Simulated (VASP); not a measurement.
## AlN: single point with PBE

Crystal: AlN.

```
CELL_PARAMETERS angstrom
0.00000 2.18399 2.18399
2.18399 0.00000 2.18399
2.18399 2.18399 0.00000
ATOMIC_POSITIONS crystal
Al 0.98663 0.98663 0.01337
N 0.77576 0.77576 0.72424
```

This cell differs from its parent crystal: mode 4 (656.9 1/cm) frozen in, largest displacement +0.113 Å.

```yaml
Program: VASP 6.6.1
Task: single point
Functional: PBE
Potentials_or_basis: VASP PAW PBE potentials, release 64 (Al, N)
Cutoff: 520 eV
k_mesh: 10 × 10 × 10
Occupations: gaussian, width 0.05 eV
Spin: no spin polarisation
```

The pressure is 8.2 GPa, the largest force is 2.438 eV/Å and the band gap on the k mesh is 2.88 eV, indirect (least direct gap 3.72 eV).

Forces on the atoms (eV/Å):
```
Al   0.000  0.000  2.438
N    0.000  0.000 -2.438
```

Stress tensor (GPa, compression positive):
```
10.12 12.73  0.00
12.73 10.12  0.00
 0.00  0.00  4.36
```

Levels at points of the mesh, in eV from the valence-band top:
```csv
k point,band 1,band 2,band 3,band 4,band 5,band 6,band 7,band 8
"(0.00, 0.00, 0.00)",-15.40,-0.88,-0.39,0.00,3.72,12.10,12.19,12.21
"(0.50, 0.00, 0.00)",-13.38,-6.13,-1.33,-0.74,6.97,9.46,10.58,10.86
"(0.00, 0.00, 0.50)",-13.33,-6.39,-0.98,-0.53,6.79,9.26,10.59,11.09
"(0.50, 0.50, 0.00)",-12.73,-5.30,-2.53,-1.90,2.94,8.23,13.37,15.24
"(0.00, 0.50, 0.50)",-12.73,-5.34,-2.16,-2.13,2.88,8.02,13.36,15.38
```

It took 9.8 s on 1 thread of Intel(R) Xeon(R) 6975P-C (Granite Rapids), with other jobs on the host, peak memory 0.16 GiB.

Caveat: the cell differs from its parent crystal (mode 4 (656.9 1/cm) frozen in, largest displacement +0.113 Å); forces of over 1 eV/Å act on the atoms, so gaps and moduli don't describe the material at rest. A k mesh can miss the band edges.
